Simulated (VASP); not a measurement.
Wanted: the native input for a VASP 6.6.1 run.

```
Task                   : single point
Functional             : PBE
Potentials or basis    : VASP PAW PBE potentials, release 64 (Ru_pv, Ir)
Cutoff                 : 520 eV
k mesh                 : 14 × 14 × 14
Occupations            : gaussian, width 0.1 eV
Spin                   : no spin polarisation
Dipole correction      : no
Further INCAR settings : ALGO = Fast; EDIFF = 1e-06; NBANDS = 26
```

The structure of IrRu2 lies in POSCAR:

```
IrRu2
1.0
    0.0000000000      2.9354935306      2.9354935306
    2.9354935306      0.0000000000      2.9354935306
    2.9354935306      2.9354935306      0.0000000000
Ru Ir
2 1
Direct
    0.2500000000      0.2500000000      0.2500000000
    0.7500000000      0.7500000000      0.7500000000
    0.0000000000      0.0000000000      0.0000000000
```

One way to write it, as run:

INCAR

```
SYSTEM = IrRu2
PREC     = Accurate       ! precision mode
ENCUT    = 520            ! plane-wave cutoff, eV
EDIFF    = 1E-6           ! SCF threshold, eV
ISMEAR   = 0              ! smearing method
SIGMA    = 0.1            ! smearing width, eV
LREAL    = .False.        ! projectors in reciprocal space
LASPH    = .True.         ! aspherical terms in the spheres
NELM     = 60             ! most SCF steps
ALGO     = Fast           ! electronic algorithm
ISIF     = 2              ! what is computed and relaxed
LWAVE    = .False.        ! write WAVECAR
LCHARG   = .False.        ! write CHGCAR
GGA      = PE             ! functional
NBANDS   = 26             ! bands
```

KPOINTS

```
regular mesh
0
Gamma
  14 14 14
  0 0 0
```

Potentials or basis: VASP PAW PBE potentials, release 64 (Ru_pv, Ir).

Command:

```sh
$ cat potpaw_PBE.64/Ru_pv/POTCAR potpaw_PBE.64/Ir/POTCAR > POTCAR
$ mpirun -np 1 vasp_std > vasp.out
```

Results of the run:

```json
{"Pressure": "0.2 GPa"}
```

Wall time 2.5 min on 1 thread of Intel(R) Xeon(R) Platinum 8375C CPU @ 2.90GHz (Ice Lake), on a shared host, peak memory 0.27 GiB.
